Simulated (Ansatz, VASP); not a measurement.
## B2C3: VASP beside Ansatz

The input INCAR:

```
SYSTEM = B2C3
PREC = Accurate
ENCUT = 600
EDIFF = 1E-6
ISMEAR = 0
SIGMA = 0.01
LREAL = .FALSE.
LASPH = .TRUE.
NELM = 60
ALGO = Normal
ISIF = 3
LWAVE = .FALSE.
LCHARG = .FALSE.
GGA = PE
IBRION = 2
NSW = 100
EDIFFG = -0.01
```

The input KPOINTS:

```
Automatic mesh
0
G
  18 18 8
  0 0 0
```

POSCAR

```
B2C3
1.0
    2.6033153962      0.0000000000      0.0000000000
   -1.3016576981      2.2545372672      0.0000000000
    0.0000000000      0.0000000000      5.2267466980
B C
2 3
Direct
    0.6666666667      0.3333333333      0.8526065029
    0.3333333333      0.6666666667      0.1473934971
    0.6666666667      0.3333333333      0.5488207237
    0.3333333333      0.6666666667      0.4511792763
    0.0000000000      0.0000000000      0.0000000000
```

Input for Ansatz:

```yaml
crystal:
  lattice:
    - [2.6033153962, 0.0, 0.0]
    - [-1.3016576981, 2.2545372672, 0.0]
    - [0.0, 0.0, 5.226746698]
  atoms:
    - { symbol: B, position: [0.6666666667, 0.3333333333, 0.8526065029] }
    - { symbol: B, position: [0.3333333333, 0.6666666667, 0.1473934971] }
    - { symbol: C, position: [0.6666666667, 0.3333333333, 0.5488207237] }
    - { symbol: C, position: [0.3333333333, 0.6666666667, 0.4511792763] }
    - { symbol: C, position: [0.0, 0.0, 0.0] }
basis:
  ecutwfc: 420
kpoints:
  mp_grid: { grid: [18, 18, 8] }
hamiltonian:
  xc: pbe
scf:
  occupations: { method: gaussian, width: 0.01 }
output:
  forces: true
  stress: true
  eigenvalues: true
relax:
  adjacent_minimum: "off"
  f_tol: 0.01
  max_steps: 80
  cell: { stress_tol: 0.05 }
```

Change from the starting cell: species swapped into the Ga3Ni2 type (P-3m1, No. 164).

Alike in both runs: task relaxation of cell and atoms; functional PBE; k mesh 18 × 18 × 8; occupations gaussian, width 0.01 eV; no spin polarisation.

```csv
,VASP,Ansatz
version,VASP 6.6.1,Ansatz 0.2.0
potentials or method,"VASP PAW PBE potentials, release 64 (B, C), cutoff 600 eV","scalar-relativistic, plane waves, PAW"
valence electrons in the cell,18,18
```

|  | VASP | Ansatz | Ansatz less VASP |
| --- | --- | --- | --- |
| gap on the k mesh at the Fermi level, each at its own relaxed structure (eV) | 0.13 | 0.14 | +0.007 |
| relaxed volume (Å³/atom) | 6.14 | 6.14 | +0.001 |
| relaxed length of the cell vector where the two differ most in proportion (Å) | 2.603 | 2.603 | +0.0003 |
